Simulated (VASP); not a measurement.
# AgO (F-43m) in VASP: notebook

AgO is run at these levels: PBEsol; tasks: single point.

All numbers are computed with VASP 6.6.1; they aren't measurements. Logs are shortened: lines on timing, memory, paths and dates and some standing lists are left out, and cuts for length are marked.

## 1. The cell of the first run

Symmetry: F-43m, No. 216, cubic system. The conventional cell has a = 4.848 Å, b = 4.848 Å, c = 4.848 Å, α = 90.00°, β = 90.00°, γ = 90.00°. Within 2.8 Å of Ag (site symmetry -43m) lie 4 O at 2.10 Å. O (site symmetry -43m) has 4 Ag at 2.10 Å within 2.8 Å.

## 2. Single point, PBEsol (volume scaled by 0.94)

Contents of INCAR:

```
PREC = Accurate
ENCUT = 520
EDIFF = 1E-6
ISMEAR = 0
SIGMA = 0.1
LREAL = F
LASPH = T
NELM = 60
ALGO = Normal
ISIF = 2
LWAVE = F
LCHARG = F
GGA = PS
NBANDS = 16
```

Contents of KPOINTS:

```
regular mesh
0
Gamma
  14 14 14
```

Contents of POSCAR:

```
AgO
1.0
    0.0000000000      2.4241503607      2.4241503607
    2.4241503607      0.0000000000      2.4241503607
    2.4241503607      2.4241503607      0.0000000000
Ag O
1 1
Direct
    0.0000000000      0.0000000000      0.0000000000
    0.7500000000      0.7500000000      0.7500000000
```

Potentials or basis: VASP PAW PBE potentials, release 64 (Ag, O).

Command:

```sh
$ cat potpaw_PBE.64/Ag/POTCAR potpaw_PBE.64/O/POTCAR > POTCAR
$ mpirun -np 1 vasp_std > vasp.out
```

OUTCAR:

```text
PREC = Accurate
   ENCUT = 520
   EDIFF = 1E-6
   ISMEAR = 0
   LREAL = F
   LASPH = T
   NELM = 60
   ISIF = 2
   GGA = PS

 ion  position               nearest neighbor table
   1  0.000  0.000  0.000-   2 2.10   2 2.10   2 2.10   2 2.10
   2  0.750  0.750  0.750-   1 2.10   1 2.10   1 2.10   1 2.10

  LATTYP: Found a face centered cubic cell.
 ALAT       =     4.8483007214

  Lattice vectors:

 A1 = (   0.0000000000,   2.4241503607,   2.4241503607)
 A2 = (   2.4241503607,   0.0000000000,   2.4241503607)
 A3 = (   2.4241503607,   2.4241503607,   0.0000000000)

Analysis of symmetry for initial positions (statically):
=====================================================================
 Subroutine PRICEL returns:
 Original cell was already a primitive cell.

 Routine SETGRP: Setting up the symmetry group for a
 face centered cubic supercell.

 Subroutine GETGRP returns: Found 24 space group operations
 (whereof 24 operations were pure point group operations)
 out of a pool of 48 trial point group operations.

The static configuration has the point symmetry T_d .

Analysis of symmetry for dynamics (positions and initial velocities):
=====================================================================
 Subroutine PRICEL returns:
 Original cell was already a primitive cell.

 Routine SETGRP: Setting up the symmetry group for a
 face centered cubic supercell.

 Subroutine GETGRP returns: Found 24 space group operations
 (whereof 24 operations were pure point group operations)
 out of a pool of 48 trial point group operations.

The dynamic configuration has the point symmetry T_d .

 Subroutine INISYM returns: Found 24 space group operations
 (whereof 24 operations are pure point group operations),
 and found     1 'primitive' translations

----------------------------------------------------------------------------------------

                                     Primitive cell

  volume of cell :      28.4911

  direct lattice vectors                    reciprocal lattice vectors
     0.000000000  2.424150361  2.424150361    -0.206257833  0.206257833  0.206257833
     2.424150361  0.000000000  2.424150361     0.206257833 -0.206257833  0.206257833
     2.424150361  2.424150361  0.000000000     0.206257833  0.206257833 -0.206257833

  length of vectors
     3.428266317  3.428266317  3.428266317     0.357249046  0.357249046  0.357249046

  position of ions in fractional coordinates (direct lattice)
     0.000000000  0.000000000  0.000000000
     0.750000000  0.750000000  0.750000000

  ion indices of the primitive-cell ions
   primitive index   ion index
                 1           1
                 2           2

----------------------------------------------------------------------------------------

 KPOINTS: regular mesh

Automatic generation of k-mesh.
 Grid dimensions read from file:
 generate k-points for:   14   14   14

 Generating k-lattice:

  Cartesian coordinates                     Fractional coordinates (reciprocal lattice)
    -0.014732702  0.014732702  0.014732702     0.071428571  0.000000000  0.000000000
     0.014732702 -0.014732702  0.014732702     0.000000000  0.071428571  0.000000000
     0.014732702  0.014732702 -0.014732702     0.000000000  0.000000000  0.071428571

  Length of vectors
     0.025517789  0.025517789  0.025517789

  Shift w.r.t. Gamma in fractional coordinates (k-lattice)
     0.000000000  0.000000000  0.000000000

 Subroutine IBZKPT returns following result:
 ===========================================

 Found    104 irreducible k-points:

 Following reciprocal coordinates:
            Coordinates               Weight
  0.000000  0.000000  0.000000      1.000000
  0.071429  0.000000  0.000000      8.000000
  0.142857  0.000000  0.000000      8.000000
  0.214286  0.000000  0.000000      8.000000
  0.285714  0.000000  0.000000      8.000000
  0.357143  0.000000  0.000000      8.000000
[... 16 lines left out ...]
  0.214286  0.142857  0.000000     24.000000
  0.285714  0.142857  0.000000     24.000000
 [... further k-points ...]
   k-points           NKPTS =    104   k-points in BZ     NKDIM =    104   number of bands    NBANDS=     16
   number of dos      NEDOS =    301   number of ions     NIONS =      2
   total plane-waves  NPLWV =  21952
   dimension x,y,z NGX =    28 NGY =   28 NGZ =   28
   dimension x,y,z NGXF=    56 NGYF=   56 NGZF=   56
   ions per type =               1   1
   NGX,Y,Z   is equivalent  to a cutoff of  13.58, 13.58, 13.58 a.u.
   NGXF,Y,Z  is equivalent  to a cutoff of  27.16, 27.16, 27.16 a.u.
 SYSTEM =  unknown system
   PREC   = accura    normal or accurate (medium, high low for compatibility)
   ISTART =      0    job   : 0-new  1-cont  2-samecut
   ICHARG =      2    charge: 1-file 2-atom 10-const
   ISPIN  =      1    spin polarized calculation?
   LNONCOLLINEAR =      F non collinear calculations
   LSORBIT =      F    spin-orbit coupling
   LASPH  =      T    aspherical Exc in radial PAW
   ENCUT  =  520.0 eV  38.22 Ry    6.18 a.u.   6.37  6.37  6.37*2*pi/ulx,y,z
   NELM   =     60;   NELMIN=  2; NELMDL= -5     # of ELM steps
   EDIFF  = 0.1E-05   stopping-criterion for ELM
   LREAL  =      F    real-space projection
   EDIFFG = 0.1E-04   stopping-criterion for IOM
   NSW    =      0    number of steps for IOM
   IBRION =     -1    ionic relax: 0-MD 1-quasi-New 2-CG
   NFREE  =      0    steps in history (QN), initial steepest desc. (CG)
   ISIF   =      2    stress and relaxation
   ISYM   =      2    0-nonsym 1-usesym 2-fastsym
   POTIM  = 0.5000    time-step for ionic-motion
   TEBEG  =    0.0;   TEEND  =   0.0 temperature during run
   PSTRESS=    0.0 pullay stress
   NELECT =      17.0000    total number of electrons
   NUPDOWN=      -1.0000    fix difference up-down
   EMIN   =  10.00;   EMAX   =-10.00  energy-range for DOS
   EFERMI =   0.00;   METHOD = LEGACY
   ISMEAR =     0;   SIGMA  =   0.10  broadening in eV -4-tet -1-fermi 0-gaus
   EFERMI_NEDOS =   21; number of points for ismear=-14 and -15
   IALGO  =     38    algorithm
   IMIX   =      4    mixing-type and parameters
     AMIX     =   0.40;   BMIX     =  1.00
     AMIX_MAG =   1.60;   BMIX_MAG =  1.00
  volume/ion in A,a.u.               =      14.25        96.13
  Fermi-wavevector in a.u.,A,eV,Ry     =   1.378230  2.604476 25.844497  1.899517
  Thomas-Fermi vector in A             =   2.503310
   LORBIT       =      0    0 simple, 1 ext, 2 COOP (PROOUT), +10 PAW based schemes
   GGA     = PS    functional components
   LHFCALC =     F    Hartree Fock is set to
   AEXX    =    0.0000 exact exchange contribution
   IVDW    =     0    specifies the selected vdW correction
   LEPSILON=     F    determine dielectric tensor
   LRPA    =     F    only Hartree local field effects (RPA)
 non-spin polarized calculation
 Gauss-broadening in eV      SIGMA  =   0.10
  energy-cutoff  :      520.00
  volume of cell :       28.49
 maximum number of plane-waves:       780
 NGX is ok and might be reduce to    28
   NGX = 13   NGY = 13   NGZ = 13

 number of electron      17.0000000 magnetization

 Free energy of the ion-electron system (eV)
  ---------------------------------------------------
  ext. energy  EPLUGINS =         0.00000000
  ---------------------------------------------------
  free energy    TOTEN  =        -8.04192455 eV

  energy without entropy =       -8.03094784  energy(sigma->0) =       -8.03643619

 E-fermi :   4.5548     XC(G=0): -11.1756

 val. band max:        4.5530204625   @ k =   0.4286   0.2143   0.0714
 cond. band min:       4.5670811330   @ k =   0.2857   0.2143   0.0714
 fundamental gap:      0.0140606704
 Fermi energy:         4.5547802338

 k-point     1 :       0.0000    0.0000    0.0000
  band No.  band energies     occupation
      1     -13.6823      2.00000
      2      -1.3674      2.00000
      3      -1.3674      2.00000
      4      -1.3674      2.00000
      5       1.3507      2.00000
      6       1.3507      2.00000
[... 8 lines left out ...]
     15      24.0284      0.00000
     16      24.0284      0.00000

 k-point     2 :       0.0714    0.0000    0.0000
  band No.  band energies     occupation
      1     -13.6643      2.00000
      2      -1.3842      2.00000
      3      -1.3428      2.00000
      4      -1.3428      2.00000
      5       1.3430      2.00000
      6       1.3430      2.00000
[... 8 lines left out ...]
     15      23.8270      0.00000
     16      23.8270      0.00000

 k-point     3 :       0.1429    0.0000    0.0000
  band No.  band energies     occupation
      1     -13.6144      2.00000
      2      -1.4095      2.00000
      3      -1.2753      2.00000
      4      -1.2753      2.00000
      5       1.3282      2.00000
      6       1.3282      2.00000
[... 8 lines left out ...]
     15      23.4674      0.00000
     16      23.4674      0.00000

 k-point     4 :       0.2143    0.0000    0.0000
  band No.  band energies     occupation
      1     -13.5423      2.00000
      2      -1.3892      2.00000
      3      -1.1828      2.00000
      4      -1.1828      2.00000
      5       1.3272      2.00000
      6       1.3272      2.00000
[... 8 lines left out ...]
     15      23.3007      0.00000
     16      23.3007      0.00000
[... 324 lines left out ...]
 k-point    22 :       0.1429    0.1429    0.0000
  band No.  band energies     occupation
      1     -13.5918      2.00000
      2      -1.5124      2.00000
      3      -1.1914      2.00000
      4      -1.1914      2.00000
      5       1.2066      2.00000
      6       1.4160      2.00000
[... 8 lines left out ...]
     15      25.5579      0.00000
     16      25.5579      0.00000

 k-point    23 :       0.2143    0.1429    0.0000
  band No.  band energies     occupation
      1     -13.5383      2.00000
      2      -1.5396      2.00000
      3      -1.0965      2.00000
      4      -1.0908      2.00000
      5       1.1538      2.00000
      6       1.4448      2.00000
[... 8 lines left out ...]
     15      25.1334      0.00000
     16      25.7286      0.00000

 k-point    24 :       0.2857    0.1429    0.0000
  band No.  band energies     occupation
      1     -13.4695      2.00000
      2      -1.4912      2.00000
      3      -0.9927      2.00000
      4      -0.9807      2.00000
      5       1.1457      2.00000
      6       1.4794      2.00000
[... 8 lines left out ...]
     15      24.5663      0.00000
     16      25.5264      0.00000

 [... further k-points ...]

------------------------ aborting loop because EDIFF is reached ----------------------------------------

  FORCE on cell =-STRESS in cart. coord.  units (eV):
  Direction    XX          YY          ZZ          XY          YZ          ZX
  --------------------------------------------------------------------------------------
  -------------------------------------------------------------------------------------
  Total        1.3606032      1.3606032      1.3606032      0.0000000     -0.0000000      0.0000000
  in kB       76.5126783     76.5126783     76.5126783      0.0000000     -0.0000000      0.0000000
  external PRESSURE =      76.5126783 kB  Pullay stress =       0.0000000 kB

 VOLUME and BASIS-vectors are now :
 -----------------------------------------------------------------------------
  energy-cutoff  :      520.00
  volume of cell :       28.49
      direct lattice vectors                 reciprocal lattice vectors
     0.000000000  2.424150361  2.424150361    -0.206257833  0.206257833  0.206257833
     2.424150361  0.000000000  2.424150361     0.206257833 -0.206257833  0.206257833
     2.424150361  2.424150361  0.000000000     0.206257833  0.206257833 -0.206257833

 POSITION                                       TOTAL-FORCE (eV/Angst)
 -----------------------------------------------------------------------------------
      0.00000      0.00000      0.00000        -0.000000      0.000000      0.000000
      3.63623      3.63623      3.63623         0.000000     -0.000000     -0.000000
 -----------------------------------------------------------------------------------
    total drift:                                0.000000      0.000000     -0.000000

  FREE ENERGIE OF THE ION-ELECTRON SYSTEM (eV)
  ---------------------------------------------------
  free  energy   TOTEN  =        -8.0419245485 eV

  energy  without entropy=       -8.0309478389  energy(sigma->0) =       -8.03643619
```

Wall time 22 s (1 thread of Intel Xeon Platinum 8481C at 2.70GHz (Sapphire Rapids), shared host); peak memory 0.19 GiB.

Results:

* Free energy: -8.0419 eV
* Pressure: 7.7 GPa

Caveat: the PAW data sets were made with another functional, which shifts forces and pressure a little; an odd number of electrons without spin polarisation forces a metal; a magnetic or distorted state may lie lower.

(Part 1 of 2 ends here.)
